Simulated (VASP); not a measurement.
# HfC (Fm-3m) in VASP: single point with PBE

Aim: the single point of HfC with PBE.

All numbers are computed with VASP 6.6.1; they aren't measurements. Logs are shortened: lines on timing, memory, paths and dates and some standing lists are left out, and cuts for length are marked.

## (1) The cell of the first run

It takes space group Fm-3m (No. 225, cubic). Conventional cell: a = 4.634 Å, b = 4.634 Å, c = 4.634 Å, α = 90.00°, β = 90.00°, γ = 90.00°. Hf (site symmetry m-3m) has 6 C at 2.32 Å within 3.1 Å. C (site symmetry m-3m) has 6 Hf at 2.32 Å within 3.1 Å.

## (2) Single point, PBE

INCAR reads:

```
ALGO = Normal ; EDIFF = 1E-6
ENCUT = 600 ; GGA = PE
GGA_COMPAT = False ; ISIF = 2
ISMEAR = 0 ; LASPH = True
LCHARG = False ; LREAL = False
LWAVE = False ; NBANDS = 14
NELM = 120 ; PREC = Accurate
SIGMA = 0.1
```

KPOINTS reads:

```
k-points
0
Gamma
  6 6 6
```

POSCAR reads:

```
HfC
1.0
    0.0000000000      2.3171390000      2.3171390000
    2.3171390000      0.0000000000      2.3171390000
    2.3171390000      2.3171390000      0.0000000000
Hf C
1 1
Direct
    0.0000000000      0.0000000000      0.0000000000
    0.5000000000      0.5000000000      0.5000000000
```

Potentials or basis: VASP PAW PBE potentials, release 64 (Hf_pv, C).

Run with:

```sh
$ cat potpaw_PBE.64/Hf_pv/POTCAR potpaw_PBE.64/C/POTCAR > POTCAR
$ mpirun -np 1 vasp_std > vasp.out
```

OUTCAR:

```text
EDIFF = 1E-6
   ENCUT = 600
   GGA = PE
   ISIF = 2
   ISMEAR = 0
   LASPH = True
   LREAL = False
   NELM = 120
   PREC = Accurate

 ion  position               nearest neighbor table
   1  0.000  0.000  0.000-   2 2.32   2 2.32   2 2.32   2 2.32   2 2.32   2 2.32
   2  0.500  0.500  0.500-   1 2.32   1 2.32   1 2.32   1 2.32   1 2.32   1 2.32

  LATTYP: Found a face centered cubic cell.
 ALAT       =     4.6342780000

  Lattice vectors:

 A1 = (   0.0000000000,   2.3171390000,   2.3171390000)
 A2 = (   2.3171390000,   0.0000000000,   2.3171390000)
 A3 = (   2.3171390000,   2.3171390000,   0.0000000000)

Analysis of symmetry for initial positions (statically):
=====================================================================
 Subroutine PRICEL returns:
 Original cell was already a primitive cell.

 Routine SETGRP: Setting up the symmetry group for a
 face centered cubic supercell.

 Subroutine GETGRP returns: Found 48 space group operations
 (whereof 48 operations were pure point group operations)
 out of a pool of 48 trial point group operations.

The static configuration has the point symmetry O_h .

Analysis of symmetry for dynamics (positions and initial velocities):
=====================================================================
 Subroutine PRICEL returns:
 Original cell was already a primitive cell.

 Routine SETGRP: Setting up the symmetry group for a
 face centered cubic supercell.

 Subroutine GETGRP returns: Found 48 space group operations
 (whereof 48 operations were pure point group operations)
 out of a pool of 48 trial point group operations.

The dynamic configuration has the point symmetry O_h .

 Subroutine INISYM returns: Found 48 space group operations
 (whereof 48 operations are pure point group operations),
 and found     1 'primitive' translations

----------------------------------------------------------------------------------------

                                     Primitive cell

  volume of cell :      24.8821

  direct lattice vectors                    reciprocal lattice vectors
     0.000000000  2.317139000  2.317139000    -0.215783343  0.215783343  0.215783343
     2.317139000  0.000000000  2.317139000     0.215783343 -0.215783343  0.215783343
     2.317139000  2.317139000  0.000000000     0.215783343  0.215783343 -0.215783343

  length of vectors
     3.276929400  3.276929400  3.276929400     0.373747714  0.373747714  0.373747714

  position of ions in fractional coordinates (direct lattice)
     0.000000000  0.000000000  0.000000000
     0.500000000  0.500000000  0.500000000

  ion indices of the primitive-cell ions
   primitive index   ion index
                 1           1
                 2           2

----------------------------------------------------------------------------------------

 KPOINTS: k-points

Automatic generation of k-mesh.
 Grid dimensions read from file:
 generate k-points for:    6    6    6

 Generating k-lattice:

  Cartesian coordinates                     Fractional coordinates (reciprocal lattice)
    -0.035963891  0.035963891  0.035963891     0.166666667  0.000000000  0.000000000
     0.035963891 -0.035963891  0.035963891     0.000000000  0.166666667  0.000000000
     0.035963891  0.035963891 -0.035963891     0.000000000  0.000000000  0.166666667

  Length of vectors
     0.062291286  0.062291286  0.062291286

  Shift w.r.t. Gamma in fractional coordinates (k-lattice)
     0.000000000  0.000000000  0.000000000

 Subroutine IBZKPT returns following result:
 ===========================================

 Found     16 irreducible k-points:

 Following reciprocal coordinates:
            Coordinates               Weight
  0.000000  0.000000  0.000000      1.000000
  0.166667  0.000000  0.000000      8.000000
  0.333333  0.000000  0.000000      8.000000
  0.500000  0.000000  0.000000      4.000000
  0.166667  0.166667  0.000000      6.000000
  0.333333  0.166667  0.000000     24.000000
[... 8 lines left out ...]
 -0.333333  0.333333  0.166667     24.000000
 -0.333333  0.500000  0.166667     12.000000
   k-points           NKPTS =     16   k-points in BZ     NKDIM =     16   number of bands    NBANDS=     14
   number of dos      NEDOS =    301   number of ions     NIONS =      2
   total plane-waves  NPLWV =  21952
   dimension x,y,z NGX =    28 NGY =   28 NGZ =   28
   dimension x,y,z NGXF=    56 NGYF=   56 NGZF=   56
   ions per type =               1   1
   NGX,Y,Z   is equivalent  to a cutoff of  14.21, 14.21, 14.21 a.u.
   NGXF,Y,Z  is equivalent  to a cutoff of  28.41, 28.41, 28.41 a.u.
 SYSTEM =  unknown system
   PREC   = accura    normal or accurate (medium, high low for compatibility)
   ISTART =      0    job   : 0-new  1-cont  2-samecut
   ICHARG =      2    charge: 1-file 2-atom 10-const
   ISPIN  =      1    spin polarized calculation?
   LNONCOLLINEAR =      F non collinear calculations
   LSORBIT =      F    spin-orbit coupling
   LASPH  =      T    aspherical Exc in radial PAW
   ENCUT  =  600.0 eV  44.10 Ry    6.64 a.u.   6.54  6.54  6.54*2*pi/ulx,y,z
   NELM   =    120;   NELMIN=  2; NELMDL= -5     # of ELM steps
   EDIFF  = 0.1E-05   stopping-criterion for ELM
   LREAL  =      F    real-space projection
   EDIFFG = 0.1E-04   stopping-criterion for IOM
   NSW    =      0    number of steps for IOM
   IBRION =     -1    ionic relax: 0-MD 1-quasi-New 2-CG
   NFREE  =      0    steps in history (QN), initial steepest desc. (CG)
   ISIF   =      2    stress and relaxation
   ISYM   =      2    0-nonsym 1-usesym 2-fastsym
   POTIM  = 0.5000    time-step for ionic-motion
   TEBEG  =    0.0;   TEEND  =   0.0 temperature during run
   PSTRESS=    0.0 pullay stress
   NELECT =      14.0000    total number of electrons
   NUPDOWN=      -1.0000    fix difference up-down
   EMIN   =  10.00;   EMAX   =-10.00  energy-range for DOS
   EFERMI =   0.00;   METHOD = LEGACY
   ISMEAR =     0;   SIGMA  =   0.10  broadening in eV -4-tet -1-fermi 0-gaus
   EFERMI_NEDOS =   21; number of points for ismear=-14 and -15
   IALGO  =     38    algorithm
   IMIX   =      4    mixing-type and parameters
     AMIX     =   0.40;   BMIX     =  1.00
     AMIX_MAG =   1.60;   BMIX_MAG =  1.00
  volume/ion in A,a.u.               =      12.44        83.96
  Fermi-wavevector in a.u.,A,eV,Ry     =   1.351519  2.554000 24.852443  1.826603
  Thomas-Fermi vector in A             =   2.478934
   LORBIT       =      0    0 simple, 1 ext, 2 COOP (PROOUT), +10 PAW based schemes
   GGA     = PE    functional components
   LHFCALC =     F    Hartree Fock is set to
   AEXX    =    0.0000 exact exchange contribution
   IVDW    =     0    specifies the selected vdW correction
   LEPSILON=     F    determine dielectric tensor
   LRPA    =     F    only Hartree local field effects (RPA)
 non-spin polarized calculation
 Gauss-broadening in eV      SIGMA  =   0.10
  energy-cutoff  :      600.00
  volume of cell :       24.88
 maximum number of plane-waves:       869
 NGX is ok and might be reduce to    28
   NGX = 13   NGY = 13   NGZ = 13

 number of electron      14.0000000 magnetization

 Free energy of the ion-electron system (eV)
  ---------------------------------------------------
  ext. energy  EPLUGINS =         0.00000000
  ---------------------------------------------------
  free energy    TOTEN  =       -21.03321531 eV

  energy without entropy =      -21.03078506  energy(sigma->0) =      -21.03200019

 E-fermi :   5.8924     XC(G=0): -12.3340

 val. band max:        5.7992526600   @ k =   0.1667   0.1667   0.0000
 cond. band min:       5.9540922983   @ k =   0.5000   0.5000   0.0000
 fundamental gap:      0.1548396383
 Fermi energy:         5.8923543268

 k-point     1 :       0.0000    0.0000    0.0000
  band No.  band energies     occupation
      1     -23.4937      2.00000
      2     -23.4937      2.00000
      3     -23.4937      2.00000
      4      -6.3230      2.00000
      5       7.0477      0.00000
      6       7.0477      0.00000
      7       7.0477      0.00000
      8       7.4247      0.00000
      9       7.4247      0.00000
     10       7.4247      0.00000
     11       9.4534      0.00000
     12       9.4534      0.00000
     13      12.9869      0.00000
     14      17.0615      0.00000

 k-point     2 :       0.1667    0.0000    0.0000
  band No.  band energies     occupation
      1     -23.6787      2.00000
      2     -23.5116      2.00000
      3     -23.5116      2.00000
      4      -5.6401      2.00000
      5       4.4744      2.00000
      6       5.1911      2.00000
      7       5.1911      2.00000
      8       8.2953      0.00000
      9       8.2953      0.00000
     10       8.5779      0.00000
     11      11.8735      0.00000
     12      11.8735      0.00000
     13      14.2915      0.00000
     14      18.8361      0.00000

 k-point     3 :       0.3333    0.0000    0.0000
  band No.  band energies     occupation
      1     -24.0288      2.00000
      2     -23.5471      2.00000
      3     -23.5471      2.00000
      4      -3.9521      2.00000
      5       1.6033      2.00000
      6       3.5823      2.00000
      7       3.5823      2.00000
      8       9.7554      0.00000
      9      10.0795      0.00000
     10      10.0795      0.00000
     11      15.1236      0.00000
     12      15.3875      0.00000
     13      15.3875      0.00000
     14      19.8065      0.00000
[... 188 lines left out ...]
 k-point    15 :      -0.3333    0.3333    0.1667
  band No.  band energies     occupation
      1     -24.0226      2.00000
      2     -23.8363      2.00000
      3     -23.6708      2.00000
      4      -3.4039      2.00000
      5       1.7571      2.00000
      6       3.3127      2.00000
      7       3.7036      2.00000
      8       9.7826      0.00000
      9       9.8278      0.00000
     10      12.4704      0.00000
     11      14.5697      0.00000
     12      14.8374      0.00000
     13      18.3434      0.00000
     14      19.3782      0.00000

 k-point    16 :      -0.3333    0.5000    0.1667
  band No.  band energies     occupation
      1     -24.0167      2.00000
      2     -23.8295      2.00000
      3     -23.7440      2.00000
      4      -3.8744      2.00000
      5       3.3336      2.00000
      6       3.5041      2.00000
      7       3.6429      2.00000
      8       8.0582      0.00000
      9      11.3453      0.00000
     10      12.8563      0.00000
     11      12.8812      0.00000
     12      14.6331      0.00000
     13      17.7503      0.00000
     14      19.3018      0.00000

------------------------ aborting loop because EDIFF is reached ----------------------------------------

  FORCE on cell =-STRESS in cart. coord.  units (eV):
  Direction    XX          YY          ZZ          XY          YZ          ZX
  --------------------------------------------------------------------------------------
  -------------------------------------------------------------------------------------
  Total        0.3080112      0.3080112      0.3080112      0.0000000      0.0000000     -0.0000000
  in kB       19.8331106     19.8331106     19.8331106      0.0000000      0.0000000     -0.0000000
  external PRESSURE =      19.8331106 kB  Pullay stress =       0.0000000 kB

 VOLUME and BASIS-vectors are now :
 -----------------------------------------------------------------------------
  energy-cutoff  :      600.00
  volume of cell :       24.88
      direct lattice vectors                 reciprocal lattice vectors
     0.000000000  2.317139000  2.317139000    -0.215783343  0.215783343  0.215783343
     2.317139000  0.000000000  2.317139000     0.215783343 -0.215783343  0.215783343
     2.317139000  2.317139000  0.000000000     0.215783343  0.215783343 -0.215783343

 POSITION                                       TOTAL-FORCE (eV/Angst)
 -----------------------------------------------------------------------------------
      0.00000      0.00000      0.00000         0.000000      0.000000      0.000000
      2.31714      2.31714      2.31714        -0.000000     -0.000000     -0.000000
 -----------------------------------------------------------------------------------
    total drift:                                0.000000      0.000000      0.000000

  FREE ENERGIE OF THE ION-ELECTRON SYSTEM (eV)
  ---------------------------------------------------
  free  energy   TOTEN  =       -21.0332153111 eV

  energy  without entropy=      -21.0307850596  energy(sigma->0) =      -21.03200019
```

It took 12 s on 1 thread of AMD EPYC 7R43 (Zen 3), shared host; peak memory 0.12 GiB.

What came out:

```
Free energy            : -21.0332 eV
Pressure               : 2.0 GPa
Band gap on the k mesh : zero (band 7 reaches 7.05 eV, above the bottom of band 8 at 5.68 eV)
```

Caveat: the k points lie up to 0.39 Å⁻¹ apart; spin-orbit coupling is left out, which moves the levels of the heavy elements.
